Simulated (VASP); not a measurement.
# O (Fmmm) in VASP: further runs

O is run at these levels: LDA; tasks: electric field gradients.

Program: VASP 6.6.1. These are calculated values, not measurements. Logs are shortened: lines on timing, memory, paths and dates and some standing lists are left out, and cuts for length are marked.

## Step 1: The cell of the first run

The structure is orthorhombic, space group Fmmm (No. 69). Conventional cell: a = 3.023 Å, b = 3.805 Å, c = 7.849 Å, α = 90.00°, β = 90.00°, γ = 90.00°. Within 1.7 Å of O (site symmetry mm2) lie 1 O at 1.24 Å.

## Step 2: Electric field gradients, LDA

INCAR reads:

```
SYSTEM = O
PREC = Accurate ; ENCUT = 520
EDIFF = 1E-8 ; ISMEAR = -1
SIGMA = 0.08 ; LREAL = .FALSE.
LASPH = .TRUE. ; NELM = 100
ALGO = Normal ; ISIF = 2
LWAVE = .FALSE. ; LCHARG = .FALSE.
GGA = CA ; LEFG = .TRUE.
NBANDS = 13
```

KPOINTS reads:

```
regular mesh
0
G
  14 14 14
  0 0 0
```

POSCAR reads:

```
O
1.0
    0.0000000000      1.9024011595      3.9246578651
    1.5117188064      0.0000000000      3.9246578651
    1.5117188064      1.9024011595      0.0000000000
O
2
Direct
    0.4210980000      0.4210980000      0.5789020000
    0.5789020000      0.5789020000      0.4210980000
```

Potentials or basis: VASP PAW LDA potentials, release 64 (O).

The run is started by

```sh
$ cat potpaw_LDA.64/O/POTCAR > POTCAR
$ mpirun -np 1 vasp_std > vasp.out
```

OUTCAR:

```text
SYSTEM = O
   PREC = Accurate
   ENCUT = 520
   EDIFF = 1E-8
   ISMEAR = -1
   LREAL = .FALSE.
   LASPH = .TRUE.
   NELM = 100
   ISIF = 2
   GGA = CA

 ion  position               nearest neighbor table
   1  0.421  0.421  0.579-   2 1.24
   2  0.579  0.579  0.421-   1 1.24

  LATTYP: Found a face centered orthorhombic cell.
 ALAT       =     3.0234376128
 B/A-ratio  =     1.2584358622
 C/A-ratio  =     2.5961560103

  Lattice vectors:

 A1 = (   0.0000000000,   1.9024011595,   3.9246578651)
 A2 = (   1.5117188064,   0.0000000000,   3.9246578651)
 A3 = (   1.5117188064,   1.9024011595,   0.0000000000)

Analysis of symmetry for initial positions (statically):
=====================================================================
 Subroutine PRICEL returns:
 Original cell was already a primitive cell.

 Routine SETGRP: Setting up the symmetry group for a
 face centered orthorhombic supercell.

 Subroutine GETGRP returns: Found  8 space group operations
 (whereof  8 operations were pure point group operations)
 out of a pool of  8 trial point group operations.

The static configuration has the point symmetry D_2h.

Analysis of symmetry for dynamics (positions and initial velocities):
=====================================================================
 Subroutine PRICEL returns:
 Original cell was already a primitive cell.

 Routine SETGRP: Setting up the symmetry group for a
 face centered orthorhombic supercell.

 Subroutine GETGRP returns: Found  8 space group operations
 (whereof  8 operations were pure point group operations)
 out of a pool of  8 trial point group operations.

The dynamic configuration has the point symmetry D_2h.

 Subroutine INISYM returns: Found  8 space group operations
 (whereof  8 operations are pure point group operations),
 and found     1 'primitive' translations

----------------------------------------------------------------------------------------

                                     Primitive cell

  volume of cell :      22.5738

  direct lattice vectors                    reciprocal lattice vectors
     0.000000000  1.902401160  3.924657865    -0.330749342  0.262825744  0.127399640
[... 128 lines left out ...]
  ---------------------------------------------------
  free energy    TOTEN  =       -10.95352887 eV

  energy without entropy =      -10.93187402  energy(sigma->0) =      -10.94270144

 E-fermi :  -0.0197     XC(G=0): -10.1507

 val. band max:       -0.0206929168   @ k =   0.2143   0.0000   0.0000
 cond. band min:      -0.0141158757   @ k =  -0.2143   0.2857   0.2857
 fundamental gap:      0.0065770411
 Fermi energy:        -0.0196602671

 k-point     1 :       0.0000    0.0000    0.0000
  band No.  band energies     occupation
      1     -26.6237      2.00000
      2     -14.3422      2.00000
      3      -8.4545      2.00000
      4      -4.9735      2.00000
      5      -4.5159      2.00000
      6       1.0947      0.00000
      7       1.4848      0.00000
      8       9.6202      0.00000
      9       9.6872      0.00000
     10      12.0197      0.00000
     11      17.9368      0.00000
     12      20.5403      0.00000
     13      25.9269      0.00000
[... 354 lines left out ...]
  band No.  band energies     occupation
      1     -26.4741      2.00000
      2     -14.3962      2.00000
      3      -7.9210      2.00000
      4      -5.5596      2.00000
      5      -4.6774      2.00000
      6       0.6394      0.00053
      7       1.3908      0.00000
      8       7.7855      0.00000
      9      11.2046      0.00000
     10      12.7828      0.00000
     11      19.6949      0.00000
     12      20.2720      0.00000
     13      24.8304      0.00000

 [... further k-points ...]
[... 5 lines left out ...]
  --------------------------------------------------------------------------------------
  -------------------------------------------------------------------------------------
  Total       -0.8896127     -1.3494830     -1.9968939      0.0000000      0.0000000      0.0000000
  in kB      -63.1403004    -95.7796175   -141.7296320      0.0000000      0.0000000      0.0000000
  external PRESSURE =    -100.2165167 kB  Pullay stress =       0.0000000 kB

 VOLUME and BASIS-vectors are now :
 -----------------------------------------------------------------------------
  energy-cutoff  :      520.00
  volume of cell :       22.57
      direct lattice vectors                 reciprocal lattice vectors
     0.000000000  1.902401160  3.924657865    -0.330749342  0.262825744  0.127399640
     1.511718806  0.000000000  3.924657865     0.330749342 -0.262825744  0.127399640
     1.511718806  1.902401160  0.000000000     0.330749342  0.262825744 -0.127399640

 POSITION                                       TOTAL-FORCE (eV/Angst)
 -----------------------------------------------------------------------------------
      1.51172      1.90240      3.30533         0.000000      0.000000      1.426501
      1.51172      1.90240      4.54398         0.000000      0.000000     -1.426501
 -----------------------------------------------------------------------------------
    total drift:                                0.000000      0.000000      0.000000

  FREE ENERGIE OF THE ION-ELECTRON SYSTEM (eV)
  ---------------------------------------------------
  free  energy   TOTEN  =       -10.9535288676 eV

  energy  without entropy=      -10.9318740171  energy(sigma->0) =      -10.94270144

 Electric field gradients (V/A^2)
---------------------------------------------------------------------
 ion       V_xx      V_yy      V_zz      V_xy      V_xz      V_yz
---------------------------------------------------------------------
   1     -74.040   -58.441   132.481     0.004     0.001     0.002
   2     -74.040   -58.441   132.481     0.004     0.001     0.002
---------------------------------------------------------------------

 Electric field gradients after diagonalization (V/A^2)
 (convention: |V_zz| > |V_xx| > |V_yy|)
----------------------------------------------------------------------
 ion       V_xx      V_yy      V_zz     asymmetry (V_yy - V_xx)/ V_zz
----------------------------------------------------------------------
   1     -74.040   -58.441   132.481       0.118
   2     -74.040   -58.441   132.481       0.118
----------------------------------------------------------------------

           NMR quadrupolar parameters

 Cq : quadrupolar parameter    Cq=e*Q*V_zz/h
 eta: asymmetry parameters     (V_yy - V_xx)/ V_zz
 Q  : nuclear electric quadrupole moment in mb (millibarn)
----------------------------------------------------------------------
 ion       Cq(MHz)       eta       Q (mb)
----------------------------------------------------------------------
   1       0.320       0.118       1.000
   2       0.320       0.118       1.000
----------------------------------------------------------------------
```

OSZICAR:

```text
N       E                     dE             d eps       ncg     rms          rms(c)
DAV:   1     0.432646493999E+02    0.43265E+02   -0.70451E+03 11421   0.871E+02
DAV:   2    -0.964672132651E+01   -0.52911E+02   -0.50694E+02 14050   0.198E+02
DAV:   3    -0.112618612042E+02   -0.16151E+01   -0.16038E+01 12717   0.321E+01
DAV:   4    -0.112673783191E+02   -0.55171E-02   -0.55169E-02 12726   0.216E+00
DAV:   5    -0.112674064294E+02   -0.28110E-04   -0.28110E-04 12960   0.131E-01    0.435E+00
DAV:   6    -0.110150039377E+02    0.25240E+00   -0.23478E-01 11923   0.425E+00    0.228E+00
DAV:   7    -0.109530478616E+02    0.61956E-01   -0.20590E-01 12388   0.389E+00    0.439E-01
DAV:   8    -0.109536216975E+02   -0.57384E-03   -0.16213E-02 11443   0.105E+00    0.548E-02
DAV:   9    -0.109535321741E+02    0.89523E-04   -0.40352E-04 12439   0.176E-01    0.242E-02
DAV:  10    -0.109535293719E+02    0.28022E-05   -0.17154E-05 12633   0.400E-02    0.595E-03
DAV:  11    -0.109535288973E+02    0.47464E-06   -0.27280E-06 12153   0.149E-02    0.214E-03
DAV:  12    -0.109535288630E+02    0.34326E-07   -0.38087E-07 12243   0.516E-03    0.612E-04
DAV:  13    -0.109535288676E+02   -0.46756E-08   -0.96165E-09  8477   0.892E-04
   1 F= -.10953529E+02 E0= -.10942701E+02  d E =-.216549E-01
```

stdout:

```text
POSCAR found type information on POSCAR O
 POSCAR found :  1 types and       2 ions
 scaLAPACK will be used
 LDA part: xc-table for (Slater(with rela. corr.)+CA(PZ))
 , standard interpolation
 POSCAR, INCAR and KPOINTS ok, starting setup
 FFT: planning ... GRIDC
 FFT: planning ... GRID_SOFT
 FFT: planning ... GRID
 WAVECAR not read
 entering main loop
ion   1

ion   2
```

Wall time 2.3 min (1 thread of Oxide Virtual Turin-like, shared host); peak memory 0.17 GiB.

Results:

```
Free energy                             : -10.9535 eV
Pressure                                : -10.0 GPa
Largest force                           : 1.427 eV/Å
Band gap on the k mesh                  : zero (bands 6 and 7 overlap by 1.99 eV)
Largest electric field gradient by atom : O +132.5 V/Å²
```

Forces in eV/Å, atoms in the order of the input:
```
O    0.000  0.000  1.427
O    0.000  0.000 -1.427
```

Levels at points of the mesh, in eV from the Fermi level:
| k point | band 4 | band 5 | band 6 | band 7 | band 8 | band 9 |
| --- | --- | --- | --- | --- | --- | --- |
| (0.00, 0.00, 0.00) | -4.95 | -4.50 | 1.11 | 1.50 | 9.64 | 9.71 |
| (0.50, 0.00, 0.00) | -6.89 | -4.61 | -1.87 | 1.46 | 8.78 | 14.40 |
| (0.50, 0.50, 0.00) | -5.00 | -4.52 | 1.24 | 1.57 | 5.92 | 10.30 |
| (0.50, 0.00, 0.50) | -6.97 | -6.45 | -1.33 | -0.55 | 9.96 | 11.38 |
| (0.00, 0.50, 0.50) | -7.07 | -6.09 | -1.77 | -0.27 | 9.22 | 11.33 |

Electric field gradients, principal values (V/Å²):
```
atom    least   middle  greatest (by size)
 1 O  -58.441  -74.040             132.481
 2 O  -58.441  -74.040             132.481
```

Caveat: the standard files for N, O and F lose accuracy on very short bonds; spin is off for a triplet molecule; the stress differs along the axes, from -14 to -6 GPa; without QUAD_EFG the Cq values of the log hold for a quadrupole moment of 1 mb, not for the nuclei; forces of over 1 eV/Å act on the atoms, so gaps and moduli don't describe the material at rest.

## Step 3: Electric field gradients, LDA (11.51 Å³/atom)

This run uses another cell than the first one, of 11.51 Å³/atom.

INCAR reads:

```
SYSTEM = O
PREC = Accurate
ENCUT = 520
EDIFF = 1E-8
ISMEAR = -1
SIGMA = 0.08
LREAL = .False.
LASPH = .True.
NELM = 60
ALGO = Normal
ISIF = 2
LWAVE = .False.
LCHARG = .False.
GGA = CA
LEFG = .True.
NBANDS = 13
```

KPOINTS reads:

```
Automatic mesh
0
Gamma
  14 14 14
  0 0 0
```

POSCAR reads:

```
O
1.0
    0.0000000000      1.9147547599      3.9501433705
    1.5215354374      0.0000000000      3.9501433705
    1.5215354374      1.9147547599      0.0000000000
O
2
Direct
    0.4210980000      0.4210980000      0.5789020000
    0.5789020000      0.5789020000      0.4210980000
```

Potentials or basis: VASP PAW LDA potentials, release 64 (O).

The run is started by

```sh
$ cat potpaw_LDA.64/O/POTCAR > POTCAR
$ mpirun -np 1 vasp_std > vasp.out
```

OUTCAR:

```text
SYSTEM = O
   PREC = Accurate
   ENCUT = 520
   EDIFF = 1E-8
   ISMEAR = -1
   LREAL = .False.
   LASPH = .True.
   NELM = 60
   ISIF = 2
   GGA = CA

 ion  position               nearest neighbor table
   1  0.421  0.421  0.579-   2 1.25
   2  0.579  0.579  0.421-   1 1.25

  LATTYP: Found a face centered orthorhombic cell.
 ALAT       =     3.0430708748
 B/A-ratio  =     1.2584358621
 C/A-ratio  =     2.5961560102

  Lattice vectors:

 A1 = (   0.0000000000,   1.9147547599,   3.9501433705)
 A2 = (   1.5215354374,   0.0000000000,   3.9501433705)
 A3 = (   1.5215354374,   1.9147547599,   0.0000000000)

Analysis of symmetry for initial positions (statically):
=====================================================================
 Subroutine PRICEL returns:
 Original cell was already a primitive cell.

 Routine SETGRP: Setting up the symmetry group for a
 face centered orthorhombic supercell.

 Subroutine GETGRP returns: Found  8 space group operations
 (whereof  8 operations were pure point group operations)
 out of a pool of  8 trial point group operations.

The static configuration has the point symmetry D_2h.

Analysis of symmetry for dynamics (positions and initial velocities):
=====================================================================
 Subroutine PRICEL returns:
 Original cell was already a primitive cell.

 Routine SETGRP: Setting up the symmetry group for a
 face centered orthorhombic supercell.

 Subroutine GETGRP returns: Found  8 space group operations
 (whereof  8 operations were pure point group operations)
 out of a pool of  8 trial point group operations.

The dynamic configuration has the point symmetry D_2h.

[... 164 lines left out ...]
     10      11.8238      0.00000
     11      17.5701      0.00000
     12      20.2846      0.00000
     13      25.5750      0.00000
[... 354 lines left out ...]
  band No.  band energies     occupation
      1     -26.4010      2.00000
      2     -14.5454      2.00000
      3      -7.9880      2.00000
      4      -5.6425      2.00000
      5      -4.7774      2.00000
      6       0.4347      0.00067
      7       1.1641      0.00000
      8       7.4615      0.00000
      9      10.8951      0.00000
     10      12.4927      0.00000
     11      19.3670      0.00000
     12      19.9664      0.00000
     13      24.4669      0.00000

 [... further k-points ...]
[... 5 lines left out ...]
  --------------------------------------------------------------------------------------
  -------------------------------------------------------------------------------------
  Total       -0.9676233     -1.4498815     -2.6498811      0.0000000      0.0000000      0.0000000
  in kB      -67.3563886   -100.9264494   -184.4585885      0.0000000      0.0000000      0.0000000
  external PRESSURE =    -117.5804755 kB  Pullay stress =       0.0000000 kB

 VOLUME and BASIS-vectors are now :
 -----------------------------------------------------------------------------
  energy-cutoff  :      520.00
  volume of cell :       23.02
      direct lattice vectors                 reciprocal lattice vectors
     0.000000000  1.914754760  3.950143371    -0.328615416  0.261130047  0.126577684
     1.521535437  0.000000000  3.950143371     0.328615416 -0.261130047  0.126577684
     1.521535437  1.914754760  0.000000000     0.328615416  0.261130047 -0.126577684

 POSITION                                       TOTAL-FORCE (eV/Angst)
 -----------------------------------------------------------------------------------
      1.52154      1.91475      3.32679         0.000000      0.000000      1.933157
      1.52154      1.91475      4.57349         0.000000      0.000000     -1.933157
 -----------------------------------------------------------------------------------
    total drift:                                0.000000      0.000000      0.000000

  FREE ENERGIE OF THE ION-ELECTRON SYSTEM (eV)
  ---------------------------------------------------
  free  energy   TOTEN  =       -10.9245803319 eV

  energy  without entropy=      -10.9022651421  energy(sigma->0) =      -10.91342274

 Electric field gradients (V/A^2)
---------------------------------------------------------------------
 ion       V_xx      V_yy      V_zz      V_xy      V_xz      V_yz
---------------------------------------------------------------------
   1     -74.787   -59.557   134.344     0.002     0.001    -0.000
   2     -74.787   -59.557   134.344     0.002     0.001    -0.000
---------------------------------------------------------------------

 Electric field gradients after diagonalization (V/A^2)
 (convention: |V_zz| > |V_xx| > |V_yy|)
----------------------------------------------------------------------
 ion       V_xx      V_yy      V_zz     asymmetry (V_yy - V_xx)/ V_zz
----------------------------------------------------------------------
   1     -74.787   -59.557   134.344       0.113
   2     -74.787   -59.557   134.344       0.113
----------------------------------------------------------------------

           NMR quadrupolar parameters

 Cq : quadrupolar parameter    Cq=e*Q*V_zz/h
 eta: asymmetry parameters     (V_yy - V_xx)/ V_zz
 Q  : nuclear electric quadrupole moment in mb (millibarn)
----------------------------------------------------------------------
 ion       Cq(MHz)       eta       Q (mb)
----------------------------------------------------------------------
   1       0.325       0.113       1.000
   2       0.325       0.113       1.000
----------------------------------------------------------------------
```

OSZICAR:

```text
N       E                     dE             d eps       ncg     rms          rms(c)
DAV:   1     0.426148485585E+02    0.42615E+02   -0.69887E+03 11442   0.868E+02
DAV:   2    -0.961312902186E+01   -0.52228E+02   -0.49998E+02 14013   0.196E+02
DAV:   3    -0.112264883272E+02   -0.16134E+01   -0.15988E+01 12849   0.319E+01
DAV:   4    -0.112319852661E+02   -0.54969E-02   -0.54968E-02 12681   0.216E+00
DAV:   5    -0.112320133663E+02   -0.28100E-04   -0.28100E-04 12891   0.131E-01    0.432E+00
DAV:   6    -0.109847374428E+02    0.24728E+00   -0.23263E-01 11978   0.420E+00    0.227E+00
DAV:   7    -0.109241699243E+02    0.60568E-01   -0.20326E-01 12323   0.385E+00    0.435E-01
DAV:   8    -0.109246787026E+02   -0.50878E-03   -0.16074E-02 11388   0.104E+00    0.550E-02
DAV:   9    -0.109245833228E+02    0.95380E-04   -0.43924E-04 12426   0.183E-01    0.245E-02
DAV:  10    -0.109245810224E+02    0.23005E-05   -0.18368E-05 12613   0.407E-02    0.653E-03
DAV:  11    -0.109245803311E+02    0.69132E-06   -0.31869E-06 12113   0.157E-02    0.190E-03
DAV:  12    -0.109245803308E+02    0.29945E-09   -0.37485E-07 12423   0.518E-03    0.535E-04
DAV:  13    -0.109245803319E+02   -0.11835E-08   -0.64786E-09  7421   0.876E-04
   1 F= -.10924580E+02 E0= -.10913423E+02  d E =-.223152E-01
```

Run time: 2.2 min. Hardware: 1 thread of Oxide Virtual Turin-like, shared host; peak memory 0.17 GiB.

Results:

* Free energy: -10.9246 eV
* Pressure: -11.8 GPa
* Largest force: 1.933 eV/Å
* Band gap on the k mesh: zero (bands 6 and 7 overlap by 1.93 eV)
* Largest electric field gradient by atom: O +134.3 V/Å²

Forces on the atoms (eV/Å):
```
O    0.000  0.000  1.933
O    0.000  0.000 -1.933
```

Stress tensor (GPa, compression positive):
```
 -6.74   0.00   0.00
  0.00 -10.09   0.00
  0.00   0.00 -18.45
```

Levels at points of the mesh, in eV from the Fermi level:
| k point | band 4 | band 5 | band 6 | band 7 | band 8 | band 9 |
| --- | --- | --- | --- | --- | --- | --- |
| (0.00, 0.00, 0.00) | -4.86 | -4.42 | 1.08 | 1.46 | 9.48 | 9.52 |
| (0.50, 0.00, 0.00) | -6.81 | -4.53 | -1.81 | 1.41 | 8.60 | 14.28 |
| (0.50, 0.50, 0.00) | -4.91 | -4.44 | 1.20 | 1.52 | 5.82 | 10.24 |
| (0.50, 0.00, 0.50) | -6.83 | -6.39 | -1.29 | -0.53 | 9.73 | 11.40 |
| (0.00, 0.50, 0.50) | -6.92 | -6.04 | -1.71 | -0.27 | 9.01 | 11.37 |

Electric field gradients, principal values (V/Å²):
| atom | least | middle | greatest (by size) |
| --- | --- | --- | --- |
| 1 O | -59.557 | -74.787 | 134.344 |
| 2 O | -59.557 | -74.787 | 134.344 |

Caveat: the standard files for N, O and F lose accuracy on very short bonds; spin is off for a triplet molecule; the stress differs along the axes, from -18 to -7 GPa; without QUAD_EFG the Cq values of the log hold for a quadrupole moment of 1 mb, not for the nuclei; forces of over 1 eV/Å act on the atoms, so gaps and moduli don't describe the material at rest.
